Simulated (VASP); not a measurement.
Here is a VASP 6.6.1 calculation.

The input POSCAR:

```
SrO
1.0
    0.0000000000      2.5282944800      2.5282944800
    2.5282944800      0.0000000000      2.5282944800
    2.5282944800      2.5282944800      0.0000000000
Sr O
1 1
Direct
    0.0000000000      0.0000000000      0.0000000000
    0.5000000000      0.5000000000      0.5000000000
```

Contents of INCAR.step1:

```
SYSTEM = SrO
PREC = Accurate
ENCUT = 520
EDIFF = 1E-5
ISMEAR = 0
SIGMA = 0.01
LREAL = .False.
LASPH = .True.
NELM = 80
ALGO = Normal
ISIF = 2
LWAVE = .True.
LCHARG = .False.
NBANDS = 15
GGA = PE
```

File INCAR.step2:

```
SYSTEM = SrO
PREC = Accurate
ENCUT = 520
EDIFF = 1E-7
ISMEAR = 0
SIGMA = 0.01
LREAL = .False.
LASPH = .True.
NELM = 80
ALGO = Normal
ISIF = 2
LWAVE = .False.
LCHARG = .False.
GGA = PE
LHFCALC = .True.
HFSCREEN = 0.2079
PRECFOCK = Normal
NBANDS = 15
ISTART = 1
```

The input KPOINTS:

```
Automatic mesh
0
Gamma
  6 6 6
  0 0 0
```

Potentials or basis: VASP PAW PBE potentials, release 64 (Sr_sv, O).

The run is started by

```bash
$ cat potpaw_PBE.64/Sr_sv/POTCAR potpaw_PBE.64/O/POTCAR > POTCAR
$ cp INCAR.step1 INCAR
$ mpirun -np 1 vasp_std > vasp.out
$ cp INCAR.step2 INCAR
$ mpirun -np 1 vasp_std > vasp.out
```

What does it give for the pressure?

6.7 GPa.

Estimate the band gap on the k mesh.

4.72 eV (least direct gap 4.78 eV).

Caveat: the cell differs from its parent crystal (strain -2.0%); the cell stands under pressure; the PAW data sets were made with another functional, which shifts forces and pressure a little. A k mesh can miss the band edges.
